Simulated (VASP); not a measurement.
Here is a VASP 6.6.1 calculation.

Contents of INCAR:

```
ALGO = Normal
DIPOL = 0.5 0.5 0.308
EDIFF = 1E-6
ENCUT = 520
GGA = PE
IDIPOL = 3
ISIF = 2
ISMEAR = 0
IVDW = 12
LASPH = True
LCHARG = False
LDIPOL = True
LREAL = False
LWAVE = False
NBANDS = 86
NELM = 100
PREC = Accurate
SIGMA = 0.1
```

Contents of KPOINTS:

```
k-points
0
Gamma
  6 6 1
```

File POSCAR:

```
Ti12Si
1.0
    5.7099611434      0.0000000000      0.0000000000
   -2.8549805717      4.9449714048      0.0000000000
    0.0000000000      0.0000000000     21.5932633302
Ti Si
12 1
Direct
    0.3333333333      0.1666666667      0.1852429593
    0.3333333333      0.6666666667      0.1852429593
    0.8333333333      0.1666666667      0.1852429593
    0.8333333333      0.6666666667      0.1852429593
    0.1666666667      0.3333333333      0.2894365806
    0.1666666667      0.8333333333      0.2894365806
    0.6666666667      0.3333333333      0.2894365806
    0.6666666667      0.8333333333      0.2894365806
    0.0000000000      0.0000000000      0.3933293083
    0.0000000000      0.5000000000      0.3933293083
    0.5000000000      0.0000000000      0.3933293083
    0.5000000000      0.5000000000      0.3933293083
    0.0000000000      0.2500000000      0.5368926018
```

Potentials or basis: VASP PAW PBE potentials, release 64 (Ti_sv, Si).

Launch:

```bash
$ cat potpaw_PBE.64/Ti_sv/POTCAR potpaw_PBE.64/Si/POTCAR > POTCAR
$ mpirun -np 1 vasp_std > vasp.out
```

Task: What does it give for the dispersion energy per atom?

Result: -0.427 eV.

Task: What does it give for the band gap on the k mesh?

Result: Zero (bands 74 and 75 overlap by 0.69 eV).

Task: What does it give for the largest force?

Result: 2.522 eV/Å.

Forces on the atoms (eV/Å):
```
Ti   0.014 -0.013  0.083
Ti  -0.004  0.019  0.083
Ti  -0.017 -0.010  0.063
Ti   0.005  0.003  0.066
Ti   0.067  0.039 -0.278
Ti   0.014  0.008 -0.247
Ti  -0.042  0.009 -0.212
Ti  -0.014 -0.041 -0.212
Ti  -0.190  0.340  0.907
Ti   0.200 -0.334  0.907
Ti   0.149  0.086  0.666
Ti  -0.210 -0.121  0.695
Si   0.029  0.017 -2.522
```
